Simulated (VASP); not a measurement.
Here is a VASP 6.6.1 calculation.

The input INCAR:

```
PREC = Accurate
ENCUT = 500
EDIFF = 1E-6
ISMEAR = -1
SIGMA = 0.1
LREAL = F
LASPH = T
NELM = 120
ALGO = Normal
ISIF = 2
LWAVE = F
LCHARG = F
GGA = PS
NBANDS = 12
GGA_COMPAT = F
```

Contents of KPOINTS:

```
regular mesh
0
Gamma
  18 18 18
```

The input POSCAR:

```
Sc
1.0
    2.9182210182      0.0000000000      0.0000000000
    0.0000000000      2.9182210182      0.0000000000
    0.0000000000      0.0000000000      2.9182210182
Sc
1
Direct
    0.0000000000      0.0000000000      0.0000000000
```

Potentials or basis: VASP PAW PBE potentials, release 64 (Sc_sv).

Run with:

```console
$ cat potpaw_PBE.64/Sc_sv/POTCAR > POTCAR
$ mpirun -np 1 vasp_std > vasp.out
```

**Question.** What does it give for the pressure?

**Answer.** -0.1 GPa.

Caveat: the PAW data sets were made with another functional, which shifts forces and pressure a little.
